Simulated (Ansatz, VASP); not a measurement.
One calculation of Si, two programs

INCAR

```
SYSTEM = Si
PREC = Accurate ; ENCUT = 500
EDIFF = 1E-6 ; ISMEAR = 1
SIGMA = 0.01 ; LREAL = .False.
LASPH = .True. ; NELM = 120
ALGO = Normal ; ISIF = 2
LWAVE = .False. ; LCHARG = .True.
GGA = PE ; LELF = .True.
LVHAR = .True. ; NBANDS = 11
GGA_COMPAT = .False.
```

File KPOINTS:

```
regular mesh
0
Gamma
  6 6 6
  0 0 0
```

File POSCAR:

```
Si
1.0
    0.0000000000      2.7135600000      2.7135600000
    2.7135600000      0.0000000000      2.7135600000
    2.7135600000      2.7135600000      0.0000000000
Si
2
Direct
    0.2500000000      0.2500000000      0.2500000000
    1.0000000000      1.0000000000      1.0000000000
```

Input for Ansatz:

```yaml
crystal:
  lattice:
    bravais: fcc
    a: 5.42712
  space_group: 227
  setting:
    origin_choice: 1
  atoms:
    - { symbol: Si, position: [0.25, 0.25, 0.25] }
  reduce_to_primitive: true
kpoints:
  mp_grid:
    grid: [6, 6, 6]
hamiltonian:
  xc: pbe
  pseudopotentials:
    kind: paw
scf:
  occupations:
    method: cold
    width: 0.01
output:
  forces: true
  stress: true
  eigenvalues: true
```

Alike in both runs: task single point; functional PBE; k mesh 6 × 6 × 6; no spin polarisation.

```csv
,VASP,Ansatz
version,VASP 6.6.1,Ansatz 0.2.0
potentials or method,"VASP PAW PBE potentials, release 64 (Si)","plane waves, PAW"
plane-wave cutoff (eV),500,420
occupations,"methfessel-paxton of order 1, width 0.01 eV","cold, width 0.01 eV"
valence electrons in the cell,8,8
```

VASP gave:

```
gap on the k mesh at the Fermi level (eV) : 0.70
pressure (GPa)                            : 2.2
```

Problem. What did Ansatz give for the same quantities?

Solution. gap on the k mesh at the Fermi level (eV): 0.70; pressure (GPa): 2.3.
